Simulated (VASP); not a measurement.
# Se (P3_121) in VASP: further runs

Runs on Se. Level: PBE. Tasks: single point.

Everything below comes from runs of VASP 6.6.1. Logs are shortened: lines on timing, memory, paths and dates and some standing lists are left out, and cuts for length are marked.

## 1. The cell of the first run

The structure is trigonal, space group P3_121 (No. 152). Conventional cell: a = 4.366 Å, b = 4.366 Å, c = 4.954 Å, α = 90.00°, β = 90.00°, γ = 120.00°. Within 3.1 Å of Se (site symmetry 2) lie 2 Se at 2.37 Å.

## 2. Single point, PBE

INCAR

```
ALGO     = Normal         # electronic algorithm
EDIFF    = 1E-6           # SCF threshold, eV
ENCUT    = 520            # plane-wave cutoff, eV
GGA      = PE             # functional
ISIF     = 2              # what is computed and relaxed
ISMEAR   = 0              # smearing method
LASPH    = T              # aspherical terms in the spheres
LCHARG   = F              # write CHGCAR
LREAL    = F              # projectors in reciprocal space
LWAVE    = F              # write WAVECAR
NBANDS   = 16             # bands
NELM     = 60             # most SCF steps
PREC     = Accurate       # precision mode
SIGMA    = 0.022          # smearing width, eV
```

KPOINTS

```
k-points
0
Gamma
  7 7 6
```

POSCAR

```
Se
1.0
    4.3662000000      0.0000000000      0.0000000000
   -2.1831000000      3.7812401180      0.0000000000
    0.0000000000      0.0000000000      4.9536000000
Se
3
Direct
    0.7746000000      0.7746000000      0.0000000000
    0.0000000000      0.2254000000      0.6666666667
    0.2254000000      0.0000000000      0.3333333333
```

Potentials or basis: VASP PAW PBE potentials, release 64 (Se).

Run with:

```sh
> cat potpaw_PBE.64/Se/POTCAR > POTCAR
> mpirun -np 1 vasp_std > vasp.out
```

OUTCAR:

```text
EDIFF = 1E-6
   ENCUT = 520
   GGA = PE
   ISIF = 2
   ISMEAR = 0
   LASPH = T
   LREAL = F
   NELM = 60
   PREC = Accurate

 ion  position               nearest neighbor table
   1  0.775  0.775  0.000-   2 2.37   3 2.37
   2  0.000  0.225  0.667-   1 2.37   3 2.37
   3  0.225  0.000  0.333-   1 2.37   2 2.37

  LATTYP: Found a hexagonal cell.
 ALAT       =     4.3662000000
 C/A-ratio  =     1.1345334616

  Lattice vectors:

 A1 = (   4.3662000000,   0.0000000000,   0.0000000000)
 A2 = (  -2.1831000000,   3.7812401180,   0.0000000000)
 A3 = (   0.0000000000,   0.0000000000,   4.9536000000)

Analysis of symmetry for initial positions (statically):
=====================================================================
 Subroutine PRICEL returns:
 Original cell was already a primitive cell.

 Routine SETGRP: Setting up the symmetry group for a
 hexagonal supercell.

 Subroutine GETGRP returns: Found  6 space group operations
 (whereof  2 operations were pure point group operations)
 out of a pool of 24 trial point group operations.

The static configuration has the point symmetry C_2 .
 The point group associated with its full space group is D_3 .

Analysis of symmetry for dynamics (positions and initial velocities):
=====================================================================
 Subroutine PRICEL returns:
 Original cell was already a primitive cell.

 Routine SETGRP: Setting up the symmetry group for a
 hexagonal supercell.

 Subroutine GETGRP returns: Found  6 space group operations
 (whereof  2 operations were pure point group operations)
 out of a pool of 24 trial point group operations.

The dynamic configuration has the point symmetry C_2 .
 The point group associated with its full space group is D_3 .

 Subroutine INISYM returns: Found  6 space group operations
 (whereof  2 operations are pure point group operations),
 and found     1 'primitive' translations

----------------------------------------------------------------------------------------

                                     Primitive cell

  volume of cell :      81.7822

  direct lattice vectors                    reciprocal lattice vectors
     4.366200000  0.000000000  0.000000000     0.229032110  0.132231751  0.000000000
    -2.183100000  3.781240118  0.000000000     0.000000000  0.264463501  0.000000000
     0.000000000  0.000000000  4.953600000     0.000000000  0.000000000  0.201873385

  length of vectors
     4.366200000  4.366200000  4.953600000     0.264463501  0.264463501  0.201873385

  position of ions in fractional coordinates (direct lattice)
     0.774600000  0.774600000  0.000000000
     0.000000000  0.225400000  0.666666667
     0.225400000  0.000000000  0.333333333

  ion indices of the primitive-cell ions
   primitive index   ion index
                 1           1
                 2           2
                 3           3

----------------------------------------------------------------------------------------

 KPOINTS: k-points

Automatic generation of k-mesh.
 Grid dimensions read from file:
 generate k-points for:    7    7    6

 Generating k-lattice:

  Cartesian coordinates                     Fractional coordinates (reciprocal lattice)
     0.032718873  0.018890250  0.000000000     0.142857143  0.000000000  0.000000000
     0.000000000  0.037780500  0.000000000     0.000000000  0.142857143  0.000000000
     0.000000000  0.000000000  0.033645564     0.000000000  0.000000000  0.166666667

  Length of vectors
     0.037780500  0.037780500  0.033645564

  Shift w.r.t. Gamma in fractional coordinates (k-lattice)
     0.000000000  0.000000000  0.000000000

 Subroutine IBZKPT returns following result:
 ===========================================

 Found     40 irreducible k-points:

 Following reciprocal coordinates:
            Coordinates               Weight
  0.000000  0.000000  0.000000      1.000000
  0.142857  0.000000  0.000000      6.000000
  0.285714 -0.000000  0.000000      6.000000
  0.428571  0.000000  0.000000      6.000000
  0.142857  0.142857  0.000000      6.000000
  0.285714  0.142857  0.000000     12.000000
[... 16 lines left out ...]
  0.000000  0.142857  0.333333      6.000000
  0.285714 -0.000000  0.333333      6.000000
 [... further k-points ...]
   k-points           NKPTS =     40   k-points in BZ     NKDIM =     40   number of bands    NBANDS=     16
   number of dos      NEDOS =    301   number of ions     NIONS =      3
   total plane-waves  NPLWV =  40960
   dimension x,y,z NGX =    32 NGY =   32 NGZ =   40
   dimension x,y,z NGXF=    64 NGYF=   64 NGZF=   80
   ions per type =               3
   NGX,Y,Z   is equivalent  to a cutoff of  12.18, 12.18, 13.42 a.u.
   NGXF,Y,Z  is equivalent  to a cutoff of  24.37, 24.37, 26.85 a.u.
 SYSTEM =  unknown system
   PREC   = accura    normal or accurate (medium, high low for compatibility)
   ISTART =      0    job   : 0-new  1-cont  2-samecut
   ICHARG =      2    charge: 1-file 2-atom 10-const
   ISPIN  =      1    spin polarized calculation?
   LNONCOLLINEAR =      F non collinear calculations
   LSORBIT =      F    spin-orbit coupling
   LASPH  =      T    aspherical Exc in radial PAW
   ENCUT  =  520.0 eV  38.22 Ry    6.18 a.u.   8.12  8.12  9.21*2*pi/ulx,y,z
   NELM   =     60;   NELMIN=  2; NELMDL= -5     # of ELM steps
   EDIFF  = 0.1E-05   stopping-criterion for ELM
   LREAL  =      F    real-space projection
   EDIFFG = 0.1E-04   stopping-criterion for IOM
   NSW    =      0    number of steps for IOM
   IBRION =     -1    ionic relax: 0-MD 1-quasi-New 2-CG
   NFREE  =      0    steps in history (QN), initial steepest desc. (CG)
   ISIF   =      2    stress and relaxation
   ISYM   =      2    0-nonsym 1-usesym 2-fastsym
   POTIM  = 0.5000    time-step for ionic-motion
   TEBEG  =    0.0;   TEEND  =   0.0 temperature during run
   PSTRESS=    0.0 pullay stress
   NELECT =      18.0000    total number of electrons
   NUPDOWN=      -1.0000    fix difference up-down
   EMIN   =  10.00;   EMAX   =-10.00  energy-range for DOS
   EFERMI =   0.00;   METHOD = LEGACY
   ISMEAR =     0;   SIGMA  =   0.02  broadening in eV -4-tet -1-fermi 0-gaus
   EFERMI_NEDOS =   21; number of points for ismear=-14 and -15
   IALGO  =     38    algorithm
   IMIX   =      4    mixing-type and parameters
     AMIX     =   0.40;   BMIX     =  1.00
     AMIX_MAG =   1.60;   BMIX_MAG =  1.00
  volume/ion in A,a.u.               =      27.26       183.96
  Fermi-wavevector in a.u.,A,eV,Ry     =   0.988430  1.867862 13.292817  0.976995
  Thomas-Fermi vector in A             =   2.119956
   LORBIT       =      0    0 simple, 1 ext, 2 COOP (PROOUT), +10 PAW based schemes
   GGA     = PE    functional components
   LHFCALC =     F    Hartree Fock is set to
   AEXX    =    0.0000 exact exchange contribution
   IVDW    =     0    specifies the selected vdW correction
   LEPSILON=     F    determine dielectric tensor
   LRPA    =     F    only Hartree local field effects (RPA)
 non-spin polarized calculation
 Gauss-broadening in eV      SIGMA  =   0.02
  energy-cutoff  :      520.00
  volume of cell :       81.78
 maximum number of plane-waves:      2214
   NGX = 17   NGY = 17   NGZ = 19

 number of electron      18.0000001 magnetization

 Free energy of the ion-electron system (eV)
  ---------------------------------------------------
  ext. energy  EPLUGINS =         0.00000000
  ---------------------------------------------------
  free energy    TOTEN  =       -10.46996577 eV

  energy without entropy =      -10.46996577  energy(sigma->0) =      -10.46996577

 E-fermi :   2.7959     XC(G=0):  -8.8425

 val. band max:        2.6765491719   @ k =   0.4286   0.1429   0.5000
 cond. band min:       3.8914034215   @ k =   0.0000   0.0000   0.5000
 fundamental gap:      1.2148542496
 Fermi energy:         2.7958845565

 k-point     1 :       0.0000    0.0000    0.0000
  band No.  band energies     occupation
      1     -13.1746      2.00000
      2      -9.0519      2.00000
      3      -9.0519      2.00000
      4      -1.1591      2.00000
      5      -1.1591      2.00000
      6      -1.0823      2.00000
[... 8 lines left out ...]
     15       9.1616      0.00000
     16      11.0592      0.00000

 k-point     2 :       0.1429    0.0000    0.0000
  band No.  band energies     occupation
      1     -13.0962      2.00000
      2      -9.1239      2.00000
      3      -9.0444      2.00000
      4      -1.7427      2.00000
      5      -1.4101      2.00000
      6      -0.8961      2.00000
[... 8 lines left out ...]
     15       9.8476      0.00000
     16      11.0055      0.00000

 k-point     3 :       0.2857   -0.0000    0.0000
  band No.  band energies     occupation
      1     -12.9020      2.00000
      2      -9.3199      2.00000
      3      -9.0269      2.00000
      4      -2.2684      2.00000
      5      -1.7739      2.00000
      6      -0.9287      2.00000
[... 8 lines left out ...]
     15      10.8837      0.00000
     16      11.7526      0.00000

 k-point     4 :       0.4286    0.0000    0.0000
  band No.  band energies     occupation
      1     -12.7221      2.00000
      2      -9.5171      2.00000
      3      -9.0122      2.00000
      4      -2.4604      2.00000
      5      -2.0050      2.00000
      6      -0.8368      2.00000
[... 8 lines left out ...]
     15      11.9576      0.00000
     16      12.6571      0.00000
[... 324 lines left out ...]
 k-point    22 :       0.1429    0.0000    0.3333
  band No.  band energies     occupation
      1     -12.5805      2.00000
      2     -11.1223      2.00000
      3      -7.3152      2.00000
      4      -2.1383      2.00000
      5      -1.2560      2.00000
      6      -0.6890      2.00000
[... 8 lines left out ...]
     15      10.3494      0.00000
     16      10.6332      0.00000

 k-point    23 :       0.0000    0.1429    0.3333
  band No.  band energies     occupation
      1     -12.5795      2.00000
      2     -11.1256      2.00000
      3      -7.3036      2.00000
      4      -2.1695      2.00000
      5      -1.3485      2.00000
      6      -0.7134      2.00000
[... 8 lines left out ...]
     15      10.1709      0.00000
     16      10.8576      0.00000

 k-point    24 :       0.2857   -0.0000    0.3333
  band No.  band energies     occupation
      1     -12.4069      2.00000
      2     -11.0128      2.00000
      3      -7.7166      2.00000
      4      -2.4874      2.00000
      5      -1.7593      2.00000
      6      -0.9106      2.00000
[... 8 lines left out ...]
     15      10.3151      0.00000
     16      10.9498      0.00000

 [... further k-points ...]

------------------------ aborting loop because EDIFF is reached ----------------------------------------

  FORCE on cell =-STRESS in cart. coord.  units (eV):
  Direction    XX          YY          ZZ          XY          YZ          ZX
  --------------------------------------------------------------------------------------
  -------------------------------------------------------------------------------------
  Total        1.1730462      1.1730462      2.1102848     -0.0000000      0.0000000     -0.0000000
  in kB       22.9808920     22.9808920     41.3421284     -0.0000000      0.0000000     -0.0000000
  external PRESSURE =      29.1013041 kB  Pullay stress =       0.0000000 kB

 VOLUME and BASIS-vectors are now :
 -----------------------------------------------------------------------------
  energy-cutoff  :      520.00
  volume of cell :       81.78
      direct lattice vectors                 reciprocal lattice vectors
     4.366200000  0.000000000  0.000000000     0.229032110  0.132231751  0.000000000
    -2.183100000  3.781240118  0.000000000     0.000000000  0.264463501  0.000000000
     0.000000000  0.000000000  4.953600000     0.000000000  0.000000000  0.201873385

 POSITION                                       TOTAL-FORCE (eV/Angst)
 -----------------------------------------------------------------------------------
      1.69103      2.92895      0.00000        -0.216970     -0.375804      0.000000
     -0.49207      0.85229      3.30240        -0.216970      0.375804      0.000000
      0.98414      0.00000      1.65120         0.433941     -0.000000     -0.000000
 -----------------------------------------------------------------------------------
    total drift:                                0.000000      0.000000      0.000000

  FREE ENERGIE OF THE ION-ELECTRON SYSTEM (eV)
  ---------------------------------------------------
  free  energy   TOTEN  =       -10.4699657724 eV

  energy  without entropy=      -10.4699657724  energy(sigma->0) =      -10.46996577
```

Wall time 17 s (1 thread of Intel Xeon 6975P-C (Granite Rapids), shared host); peak memory 0.2 GiB.

Results:

```yaml
Free_energy: -10.4700 eV
Pressure: 2.9 GPa
Largest_force: 0.434 eV/Å
Band_gap_on_the_k_mesh: 1.21 eV, indirect (least direct gap 1.47 eV)
```

Forces on the atoms (eV/Å):
```
Se  -0.217 -0.376  0.000
Se  -0.217  0.376  0.000
Se   0.434  0.000  0.000
```

A k mesh can miss the band edges. As with any semilocal functional, this PBE gap is likely too small.

[end of part 1 of 2]
